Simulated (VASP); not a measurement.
# CS2 (Cmce) in VASP: notebook

The runs below take CS2 through single point, with LDA, PBEsol, r2SCAN.

All numbers are computed with VASP 6.6.1; they aren't measurements. Logs are shortened: lines on timing, memory, paths and dates and some standing lists are left out, and cuts for length are marked.

**1. The cell of the first run**

Symmetry: Cmce, No. 64, orthorhombic system. Conventional cell: a = 7.292 Å, b = 5.989 Å, c = 9.851 Å, α = 90.00°, β = 90.00°, γ = 90.00°. S (site symmetry m) has 1 C at 1.56 Å within 2.1 Å. Within 2.1 Å of C (site symmetry 2/m) lie 2 S at 1.56 Å.

**2. Single point, LDA**

File INCAR:

```
SYSTEM = CS2
  ALGO = Normal
  EDIFF = 1E-6
  ENCUT = 520
  GGA = CA
  ISIF = 2
  ISMEAR = 0
  LASPH = .TRUE.
  LCHARG = .FALSE.
  LREAL = .FALSE.
  LWAVE = .FALSE.
  NBANDS = 25
  NELM = 100
  PREC = Accurate
  SIGMA = 0.01
```

File KPOINTS:

```
k-points
0
G
  6 6 4
  0 0 0
```

File POSCAR:

```
CS2
1.0
    3.6457880000     -2.9943140000      0.0000000000
    3.6457880000      2.9943140000      0.0000000000
    0.0000000000      0.0000000000      9.8512570000
S C
4 2
Direct
    0.1815210000      0.8184790000      0.8868670000
    0.3184790000      0.6815210000      0.3868670000
    0.6815210000      0.3184790000      0.6131330000
    0.8184790000      0.1815210000      0.1131330000
    0.5000000000      0.5000000000      0.5000000000
    0.0000000000      0.0000000000      0.0000000000
```

Potentials or basis: VASP PAW LDA potentials, release 64 (S, C).

The run is started by

```
cat potpaw_LDA.64/S/POTCAR potpaw_LDA.64/C/POTCAR > POTCAR
mpirun -np 1 vasp_std > vasp.out
```

OUTCAR:

```text
SYSTEM = CS2
   EDIFF = 1E-6
   ENCUT = 520
   GGA = CA
   ISIF = 2
   ISMEAR = 0
   LASPH = .TRUE.
   LREAL = .FALSE.
   NELM = 100
   PREC = Accurate

 ion  position               nearest neighbor table
   1  0.182  0.818  0.887-   6 1.56
   2  0.318  0.682  0.387-   5 1.56
   3  0.682  0.318  0.613-   5 1.56
   4  0.818  0.182  0.113-   6 1.56
   5  0.500  0.500  0.500-   2 1.56   3 1.56
   6  0.000  0.000  0.000-   1 1.56   4 1.56

  LATTYP: Found a base centered orthorhombic cell.
 ALAT       =     5.9886280000
 B/A-ratio  =     1.2175703684
 C/A-ratio  =     1.6449939786

  Lattice vectors:

 A1 = (  -3.6457880000,  -2.9943140000,   0.0000000000)
 A2 = (   3.6457880000,  -2.9943140000,   0.0000000000)
 A3 = (   0.0000000000,   0.0000000000,   9.8512570000)

Analysis of symmetry for initial positions (statically):
=====================================================================
 Subroutine PRICEL returns:
 Original cell was already a primitive cell.

 Routine SETGRP: Setting up the symmetry group for a
 base centered orthorhombic supercell.

 Subroutine GETGRP returns: Found  8 space group operations
 (whereof  4 operations were pure point group operations)
 out of a pool of  8 trial point group operations.

The static configuration has the point symmetry C_2h.
 The point group associated with its full space group is D_2h.

Analysis of symmetry for dynamics (positions and initial velocities):
=====================================================================
 Subroutine PRICEL returns:
 Original cell was already a primitive cell.

 Routine SETGRP: Setting up the symmetry group for a
 base centered orthorhombic supercell.

 Subroutine GETGRP returns: Found  8 space group operations
 (whereof  4 operations were pure point group operations)
 out of a pool of  8 trial point group operations.

The dynamic configuration has the point symmetry C_2h.
 The point group associated with its full space group is D_2h.

 Subroutine INISYM returns: Found  8 space group operations
 (whereof  4 operations are pure point group operations),
 and found     1 'primitive' translations

----------------------------------------------------------------------------------------

                                     Primitive cell

  volume of cell :     215.0851
[... 91 lines left out ...]
   ISPIN  =      1    spin polarized calculation?
   LNONCOLLINEAR =      F non collinear calculations
   LSORBIT =      F    spin-orbit coupling
   LASPH  =      T    aspherical Exc in radial PAW
   ENCUT  =  520.0 eV  38.22 Ry    6.18 a.u.   8.77  8.77 18.32*2*pi/ulx,y,z
   NELM   =    100;   NELMIN=  2; NELMDL= -5     # of ELM steps
   EDIFF  = 0.1E-05   stopping-criterion for ELM
   LREAL  =      F    real-space projection
   EDIFFG = 0.1E-04   stopping-criterion for IOM
   NSW    =      0    number of steps for IOM
   IBRION =     -1    ionic relax: 0-MD 1-quasi-New 2-CG
   NFREE  =      0    steps in history (QN), initial steepest desc. (CG)
   ISIF   =      2    stress and relaxation
   ISYM   =      2    0-nonsym 1-usesym 2-fastsym
   POTIM  = 0.5000    time-step for ionic-motion
   TEBEG  =    0.0;   TEEND  =   0.0 temperature during run
   PSTRESS=    0.0 pullay stress
   NELECT =      32.0000    total number of electrons
   NUPDOWN=      -1.0000    fix difference up-down
   EMIN   =  10.00;   EMAX   =-10.00  energy-range for DOS
   EFERMI =   0.00;   METHOD = LEGACY
   ISMEAR =     0;   SIGMA  =   0.01  broadening in eV -4-tet -1-fermi 0-gaus
   EFERMI_NEDOS =   21; number of points for ismear=-14 and -15
   IALGO  =     38    algorithm
   IMIX   =      4    mixing-type and parameters
     AMIX     =   0.40;   BMIX     =  1.00
     AMIX_MAG =   1.60;   BMIX_MAG =  1.00
  volume/ion in A,a.u.               =      35.85       241.91
  Fermi-wavevector in a.u.,A,eV,Ry     =   0.867470  1.639281 10.238452  0.752505
  Thomas-Fermi vector in A             =   1.986009
   LORBIT       =      0    0 simple, 1 ext, 2 COOP (PROOUT), +10 PAW based schemes
   GGA     = CA    functional components
   LHFCALC =     F    Hartree Fock is set to
   AEXX    =    0.0000 exact exchange contribution
   IVDW    =     0    specifies the selected vdW correction
   LEPSILON=     F    determine dielectric tensor
   LRPA    =     F    only Hartree local field effects (RPA)
 non-spin polarized calculation
 Gauss-broadening in eV      SIGMA  =   0.01
  energy-cutoff  :      520.00
  volume of cell :      215.09
 maximum number of plane-waves:      5823
   NGX = 17   NGY = 17   NGZ = 37

 number of electron      31.9999998 magnetization

 Free energy of the ion-electron system (eV)
  ---------------------------------------------------
  ext. energy  EPLUGINS =         0.00000000
  ---------------------------------------------------
  free energy    TOTEN  =       -35.92054018 eV

  energy without entropy =      -35.92054018  energy(sigma->0) =      -35.92054018

 E-fermi :  -2.2023     XC(G=0):  -6.6939

 val. band max:       -2.3082967943   @ k =   0.5000   0.5000   0.0000
 cond. band min:       1.0344039090   @ k =   0.5000   0.5000   0.0000
 fundamental gap:      3.3427007033
 Fermi energy:        -2.2023452249

 k-point     1 :       0.0000    0.0000    0.0000
  band No.  band energies     occupation
      1     -17.0666      2.00000
      2     -17.0255      2.00000
      3     -14.9610      2.00000
      4     -14.8915      2.00000
      5      -8.5051      2.00000
      6      -8.2494      2.00000
[... 661 lines left out ...]
     24       5.4730      0.00000
     25       5.6786      0.00000

 [... further k-points ...]
[... 5 lines left out ...]
  --------------------------------------------------------------------------------------
  -------------------------------------------------------------------------------------
  Total       -1.0877196     -2.6611183     -2.7208778      0.0000000     -0.0000000      0.0000000
  in kB       -8.1024645    -19.8227715    -20.2679223      0.0000000     -0.0000000      0.0000000
  external PRESSURE =     -16.0643861 kB  Pullay stress =       0.0000000 kB

 VOLUME and BASIS-vectors are now :
 -----------------------------------------------------------------------------
  energy-cutoff  :      520.00
  volume of cell :      215.09
      direct lattice vectors                 reciprocal lattice vectors
     3.645788000 -2.994314000  0.000000000     0.137144562 -0.166983155  0.000000000
     3.645788000  2.994314000  0.000000000     0.137144562  0.166983155  0.000000000
     0.000000000  0.000000000  9.851257000     0.000000000  0.000000000  0.101509889

 POSITION                                       TOTAL-FORCE (eV/Angst)
 -----------------------------------------------------------------------------------
      3.64579      1.90725      8.73675         0.000000      0.351538      0.357794
      3.64579      1.08706      3.81113         0.000000     -0.351538      0.357794
      3.64579     -1.08706      6.04013         0.000000      0.351538     -0.357794
      3.64579     -1.90725      1.11450         0.000000     -0.351538     -0.357794
      3.64579      0.00000      4.92563         0.000000      0.000000      0.000000
      0.00000      0.00000      0.00000        -0.000000      0.000000      0.000000
 -----------------------------------------------------------------------------------
    total drift:                                0.000000     -0.000000     -0.000000

  FREE ENERGIE OF THE ION-ELECTRON SYSTEM (eV)
  ---------------------------------------------------
  free  energy   TOTEN  =       -35.9205401781 eV

  energy  without entropy=      -35.9205401781  energy(sigma->0) =      -35.92054018
```

stdout:

```text
POSCAR found type information on POSCAR S C
 POSCAR found :  2 types and       6 ions
 scaLAPACK will be used
 LDA part: xc-table for (Slater(with rela. corr.)+CA(PZ))
 , standard interpolation
 POSCAR, INCAR and KPOINTS ok, starting setup
 FFT: planning ... GRIDC
 FFT: planning ... GRID_SOFT
 FFT: planning ... GRID
 WAVECAR not read
 entering main loop
```

It took 94 s on 1 thread of Intel Xeon 6975P-C (Granite Rapids), shared host; peak memory 0.33 GiB.

Results:

```
Free energy            : -35.9205 eV
Pressure               : -1.6 GPa
Largest force          : 0.502 eV/Å
Band gap on the k mesh : 3.34 eV
```

Forces on the atoms (eV/Å):
```
S    0.000  0.352  0.358
S    0.000 -0.352  0.358
S    0.000  0.352 -0.358
S    0.000 -0.352 -0.358
C    0.000  0.000  0.000
C    0.000  0.000  0.000
```

A k mesh can miss the band edges.

**3. Single point, PBEsol**

File INCAR:

```
PREC = Accurate
ENCUT = 520
EDIFF = 1E-6
ISMEAR = 0
SIGMA = 0.01
LREAL = False
LASPH = True
NELM = 60
ALGO = Normal
ISIF = 2
LWAVE = False
LCHARG = False
GGA = PS
NBANDS = 25
```

File KPOINTS:

```
Automatic mesh
0
Gamma
  6 6 4
```

POSCAR is that of step 2.

Potentials or basis: VASP PAW PBE potentials, release 64 (S, C).

The run is started by

```
cat potpaw_PBE.64/S/POTCAR potpaw_PBE.64/C/POTCAR > POTCAR
mpirun -np 1 vasp_std > vasp.out
```

Run time: 94 s. Hardware: 1 thread of Intel Xeon 6975P-C (Granite Rapids), shared host; peak memory 0.39 GiB.

Results (log left out):

```
Free energy            : -34.5937 eV
Pressure               : -0.4 GPa
Largest force          : 0.134 eV/Å
Band gap on the k mesh : 3.43 eV
```

Forces on the atoms (eV/Å):
```
S    0.000  0.094  0.096
S    0.000 -0.094  0.096
S    0.000  0.094 -0.096
S    0.000 -0.094 -0.096
C    0.000  0.000  0.000
C    0.000  0.000  0.000
```

Stress tensor (GPa, compression positive):
```
-0.21  0.00  0.00
 0.00 -0.52  0.00
 0.00  0.00 -0.54
```

Levels at points of the mesh, in eV from the valence-band top:
```csv
k point,band 12,band 13,band 14,band 15,band 16,band 17,band 18,band 19,band 20,band 21
"(0.00, 0.00, 0.00)",-2.78,-0.49,-0.37,-0.34,-0.19,3.48,3.57,3.79,4.02,5.20
"(0.50, 0.00, 0.00)",-2.89,-0.30,-0.30,-0.14,-0.14,3.56,3.56,3.71,3.71,6.73
"(0.50, 0.50, 0.00)",-3.04,-0.58,-0.48,-0.27,0.00,3.43,3.48,4.12,4.17,6.35
"(0.00, 0.00, 0.50)",-2.80,-0.42,-0.42,-0.27,-0.27,3.63,3.63,3.76,3.76,5.87
"(0.50, 0.00, 0.50)",-2.89,-0.35,-0.35,-0.10,-0.10,3.51,3.51,3.79,3.79,6.40
"(0.50, 0.50, 0.50)",-3.08,-0.43,-0.43,-0.25,-0.25,3.77,3.77,3.82,3.82,6.73
```

Caveat: this functional lacks dispersion, which holds the molecules together, so the pressure and a relaxed volume are unreliable; the PAW data sets were made with another functional, which shifts forces and pressure a little. A k mesh can miss the band edges.

(Part 1 of 2 ends here.)
